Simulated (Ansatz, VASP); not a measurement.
**Two plane-wave programs on BeSe**

File POSCAR:

```
BeSe
1.0
    0.0000000000      2.5839687400      2.5839687400
    2.5839687400      0.0000000000      2.5839687400
    2.5839687400      2.5839687400      0.0000000000
Be Se
1 1
Direct
    0.0000000000      0.0000000000      0.0000000000
    0.2500000000      0.2500000000      0.2500000000
```

File INCAR.step1:

```
  PREC = Accurate
  ENCUT = 660
  ISMEAR = 0
  SIGMA = 0.1
  LREAL = False
  LASPH = True
  NELM = 120
  NBANDS = 11
  GGA = PE
  ALGO = Normal
  EDIFF = 1E-5
  LWAVE = True
  LCHARG = False
  GGA_COMPAT = False
```

Contents of INCAR.step2:

```
  PREC = Accurate
  ENCUT = 660
  EDIFF = 1E-6
  ISMEAR = 0
  SIGMA = 0.1
  LREAL = False
  LASPH = True
  NELM = 120
  ALGO = Normal
  ISIF = 2
  LWAVE = False
  LCHARG = False
  METAGGA = R2SCAN
  LMIXTAU = True
  NBANDS = 11
  ISTART = 1
  GGA_COMPAT = False
```

KPOINTS

```
Automatic mesh
0
Gamma
  6 6 6
```

Input for Ansatz:

```yaml
crystal:
  lattice:
    - [0.0, 2.58396874, 2.58396874]
    - [2.58396874, 0.0, 2.58396874]
    - [2.58396874, 2.58396874, 0.0]
  atoms:
    - { symbol: Be, position: [0.0, 0.0, 0.0] }
    - { symbol: Se, position: [0.25, 0.25, 0.25] }
basis:
  ecutwfc: 500
kpoints:
  mp_grid: { grid: [6, 6, 6] }
hamiltonian:
  xc: r2scan
  pseudopotentials: { kind: paw }
scf:
  occupations: { method: gaussian, width: 0.1 }
output:
  forces: true
  stress: true
  eigenvalues: true
```

Alike in both runs: task single point; functional r2SCAN; k mesh 6 × 6 × 6; occupations gaussian, width 0.1 eV; no spin polarisation.

|  | VASP | Ansatz |
| --- | --- | --- |
| version | VASP 6.6.1 | Ansatz 0.2.0 |
| potentials or method | VASP PAW PBE potentials, release 64 (Be, Se), cutoff 660 eV | scalar-relativistic, plane waves, PAW |
| valence electrons in the cell | 8 | 18 |

|  | VASP | Ansatz | Ansatz less VASP |
| --- | --- | --- | --- |
| gap on the k mesh at the Fermi level (eV) | 3.13 | 3.13 | +0.001 |
| least direct gap on the mesh (eV) | 5.02 | 5.01 | -0.006 |
| pressure (GPa) | 0.0 | -0.2 | -0.26 |

VASP's potentials were made for PBE, not for r2SCAN. VASP's potentials hold 8 valence electrons a cell and Ansatz's 18, so a difference there can come from the potentials and not from the codes.
